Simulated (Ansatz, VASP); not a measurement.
Sc in VASP and in Ansatz

```xyz
1
Lattice="0.0000 2.3046 2.3386 2.3046 0.0000 2.3386 2.3046 2.3046 0.0000" Properties=species:S:1:pos:R:3 pbc="T T T"
Sc    0.0000    0.0000    0.0000
```

Change from the starting cell: strain +0.015 along x and y, +0.030 along z, atoms carried along.

Alike in both runs: task single point; functional LDA; k mesh 18 × 18 × 18; occupations gaussian, width 0.15 eV; no spin polarisation.

```csv
,VASP,Ansatz
version,VASP 6.6.1,Ansatz 0.2.0
potentials or method,"VASP PAW LDA potentials, release 64 (Sc_sv), cutoff 520 eV","scalar-relativistic, plane waves, PAW"
valence electrons in the cell,11,11
```

|  | VASP | Ansatz | Ansatz less VASP |
| --- | --- | --- | --- |
| gap on the k mesh at the Fermi level (eV) | none | none | - |
| pressure (GPa) | -5.1 | -5.1 | -0.04 |
| traceless stress, the component that is largest in VASP (GPa) | -0.30 | -0.30 | +0.001 |

LDA's correlation is that of Perdew and Zunger in VASP and of Perdew and Wang (1992) in Ansatz. A gap of «none» marks a metal or a gap that the smearing closes.
